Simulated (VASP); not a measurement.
Set up this calculation in VASP 6.6.1, as the native input.

| Property | Result |
| --- | --- |
| Task | single point |
| Functional | PBE |
| Potentials or basis | VASP PAW PBE potentials, release 64 (Rh_pv, Au) |
| Cutoff | 520 eV |
| k mesh | 6 × 6 × 6 |
| Occupations | fermi-dirac, width 0.1 eV |
| Spin | no spin polarisation |
| Dipole correction | no |
| Further INCAR settings | ALGO = Normal; EDIFF = 1e-06; NBANDS = 28 |

The structure of Rh2Au lies in POSCAR:

```
Rh2Au
1.0
    0.0000000000      2.8000805974      0.0000000000
    2.8000805974      0.0000000000      0.0000000000
    1.4000402987      1.4000402987     -5.8999092027
Rh Au
2 1
Direct
    0.3236582898      0.3236582898      0.3526834205
    0.6763417102      0.6763417102      0.6473165795
    0.0000000000      0.0000000000      0.0000000000
```

These files were run (other wordings do the same):

INCAR

```
PREC = Accurate
ENCUT = 520
EDIFF = 1E-6
ISMEAR = -1
SIGMA = 0.1
LREAL = F
LASPH = T
NELM = 80
ALGO = Normal
ISIF = 2
LWAVE = F
LCHARG = F
GGA = PE
NBANDS = 28
```

KPOINTS

```
regular mesh
0
Gamma
  6 6 6
```

Potentials or basis: VASP PAW PBE potentials, release 64 (Rh_pv, Au).

The run is started by

```sh
$ cat potpaw_PBE.64/Rh_pv/POTCAR potpaw_PBE.64/Au/POTCAR > POTCAR
$ mpirun -np 1 vasp_std > vasp.out
```

Results of the run:

```yaml
Pressure: -0.1 GPa
Largest_force: 0.005 eV/Å
```

Caveat: the k points lie up to 0.38 Å⁻¹ apart.

Run time: 27 s on 1 thread of Intel(R) Xeon(R) Platinum 8375C CPU @ 2.90GHz (Ice Lake), on a shared host, peak memory 0.19 GiB.
